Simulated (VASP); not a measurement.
Write the native input for VASP 6.6.1 that does the following.

- Task: single point
- Functional: PBE
- Potentials or basis: VASP PAW PBE potentials, release 64 (Au)
- Cutoff: 520 eV
- k mesh: 10 × 10 × 10
- Occupations: gaussian, width 0.1 eV
- Spin: no spin polarisation
- Dipole correction: no
- Further INCAR settings: ALGO = Normal; EDIFF = 1e-07; NBANDS = 12

The structure of Au lies in POSCAR:

```
Au
1.0
    0.0000000000      2.0802195867      2.0802195867
    2.0802195867      0.0000000000      2.0802195867
    2.0802195867      2.0802195867      0.0000000000
Au
1
Direct
    0.0000000000      0.0000000000      0.0000000000
```

The input as run:

INCAR

```
PREC = Accurate ; ENCUT = 520
EDIFF = 1E-7 ; ISMEAR = 0
SIGMA = 0.1 ; LREAL = F
LASPH = T ; NELM = 60
ALGO = Normal ; ISIF = 2
LWAVE = F ; LCHARG = F
GGA = PE ; NBANDS = 12
```

KPOINTS

```
Automatic mesh
0
Gamma
  10 10 10
```

Potentials or basis: VASP PAW PBE potentials, release 64 (Au).

Launch:

```bash
$ cat potpaw_PBE.64/Au/POTCAR > POTCAR
$ mpirun -np 1 vasp_std > vasp.out
```

Results of the run:

The pressure is 0.0 GPa.

Wall time 6.5 s on 1 thread of AMD EPYC 9R45 96-Core Processor (Zen 5), with other jobs on the host, peak memory 0.11 GiB.
